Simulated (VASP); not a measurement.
Wanted: the native input for a VASP 6.6.1 run.

| Item | Value |
| --- | --- |
| Task | single point |
| Functional | r2SCAN |
| Potentials or basis | VASP PAW PBE potentials, release 64 (Hf_pv, N) |
| Cutoff | 520 eV |
| k mesh | 4 × 4 × 6 |
| Occupations | gaussian, width 0.05 eV |
| Spin | no spin polarisation |
| Dipole correction | no |
| Further INCAR settings | ALGO = Normal; EDIFF = 1e-06; NBANDS = 34 |

Crystal: Hf2N.

```xyz
6
Lattice="5.3131 0.0000 0.0000 0.0000 5.3131 0.0000 0.0000 0.0000 3.2421" Properties=species:S:1:pos:R:3 pbc="T T T"
Hf    1.5702    1.5702    0.0000
Hf    3.7429    3.7429    0.0000
Hf    4.2268    1.0863    1.6210
Hf    1.0863    4.2268    1.6210
N     0.0000    0.0000    0.0000
N     2.6566    2.6566    1.6210
```

One way to write it, as run:

POSCAR

```
Hf2N
1.0
    5.3131240200      0.0000000000      0.0000000000
    0.0000000000      5.3131240200      0.0000000000
    0.0000000000      0.0000000000      3.2420983900
Hf N
4 2
Direct
    0.2955363700      0.2955363700      0.0000000000
    0.7044636300      0.7044636300      0.0000000000
    0.7955363700      0.2044636300      0.5000000000
    0.2044636300      0.7955363700      0.5000000000
    0.0000000000      0.0000000000      0.0000000000
    0.5000000000      0.5000000000      0.5000000000
```

INCAR.step1

```
PREC     = Accurate       # precision mode
ENCUT    = 520            # plane-wave cutoff, eV
ISMEAR   = 0              # smearing method
SIGMA    = 0.05           # smearing width, eV
LREAL    = False          # projectors in reciprocal space
LASPH    = True           # aspherical terms in the spheres
NELM     = 60             # most SCF steps
NBANDS   = 34             # bands
GGA      = PE             # functional
ALGO     = Normal         # electronic algorithm
EDIFF    = 1E-4           # SCF threshold, eV
LWAVE    = True           # write WAVECAR
LCHARG   = False          # write CHGCAR
```

INCAR.step2

```
PREC     = Accurate       # precision mode
ENCUT    = 520            # plane-wave cutoff, eV
EDIFF    = 1E-6           # SCF threshold, eV
ISMEAR   = 0              # smearing method
SIGMA    = 0.05           # smearing width, eV
LREAL    = False          # projectors in reciprocal space
LASPH    = True           # aspherical terms in the spheres
NELM     = 60             # most SCF steps
ALGO     = Normal         # electronic algorithm
ISIF     = 2              # what is computed and relaxed
LWAVE    = False          # write WAVECAR
LCHARG   = True           # write CHGCAR
METAGGA  = R2SCAN         # meta-GGA
LMIXTAU  = True         
LELF     = True           # ELF
LVHAR    = True         
NBANDS   = 34             # bands
ISTART   = 1
```

KPOINTS

```
regular mesh
0
Gamma
  4 4 6
```

Potentials or basis: VASP PAW PBE potentials, release 64 (Hf_pv, N).

Launch:

```console
$ cat potpaw_PBE.64/Hf_pv/POTCAR potpaw_PBE.64/N/POTCAR > POTCAR
$ cp INCAR.step1 INCAR
$ mpirun -np 1 vasp_std > vasp.out
$ cp INCAR.step2 INCAR
$ mpirun -np 1 vasp_std > vasp.out
```

Results of the run:

| Property | Result |
| --- | --- |
| Pressure | -0.1 GPa |
| Largest force | 0.114 eV/Å |
| Band gap on the k mesh | zero (bands 25 and 26 overlap by 2.77 eV) |

Caveat: the PAW data sets were made with another functional, which shifts forces and pressure a little; spin-orbit coupling is left out, which moves the levels of the heavy elements.

It took 110 s on 1 thread of Intel(R) Xeon(R) 6975P-C (Granite Rapids), on a shared host, peak memory 0.22 GiB.
